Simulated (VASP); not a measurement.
Write the native input for VASP 6.6.1 that does the following.

- Task: single point
- Functional: PBE
- Potentials or basis: VASP PAW PBE potentials, release 64 (Al, B, As)
- Cutoff: 520 eV
- k mesh: 3 × 3 × 6
- Occupations: gaussian, width 0.1 eV
- Spin: no spin polarisation
- Dipole correction: no
- Further INCAR settings: ALGO = Normal; EDIFF = 1e-07; NBANDS = 21

The structure of AlB2As3 lies in POSCAR:

```
AlB2As3
1.0
    5.9397791900      0.0000000000      0.0000000000
   -2.9698896000      5.1439996700      0.0000000000
    0.0000000000      0.0000000000      3.2779062500
Al B As
1 2 3
Direct
    0.0000000000      0.0000000000      0.0000000000
    0.3333333300      0.6666666700      0.0000000000
    0.6666666700      0.3333333300      0.0000000000
    0.5000000000      0.0000000000      0.5000000000
    0.5000000000      0.5000000000      0.5000000000
    0.0000000000      0.5000000000      0.5000000000
```

The cell was built from a structure type or drawn by symmetry, and may not be a known phase.

One way to write it, as run:

INCAR

```
  PREC = Accurate
  ENCUT = 520
  EDIFF = 1E-7
  ISMEAR = 0
  SIGMA = 0.1
  LREAL = False
  LASPH = True
  NELM = 80
  ALGO = Normal
  ISIF = 2
  LWAVE = False
  LCHARG = True
  GGA = PE
  LELF = True
  LVHAR = True
  NBANDS = 21
```

KPOINTS

```
regular mesh
0
Gamma
  3 3 6
```

Potentials or basis: VASP PAW PBE potentials, release 64 (Al, B, As).

The run is started by

```console
$ cat potpaw_PBE.64/Al/POTCAR potpaw_PBE.64/B/POTCAR potpaw_PBE.64/As/POTCAR > POTCAR
$ mpirun -np 1 vasp_std > vasp.out
```

It gave:

- Pressure: -3.8 GPa
- Band gap on the k mesh: zero (bands 12 and 13 overlap by 1.83 eV)

Caveat: the k points lie up to 0.41 Å⁻¹ apart, too coarse for converged energies and pressures of a metal.

It took 25 s on 1 thread of Intel(R) Xeon(R) Platinum 8259CL CPU @ 2.50GHz (Skylake/Cascade Lake) (shared host), peak memory 0.23 GiB.
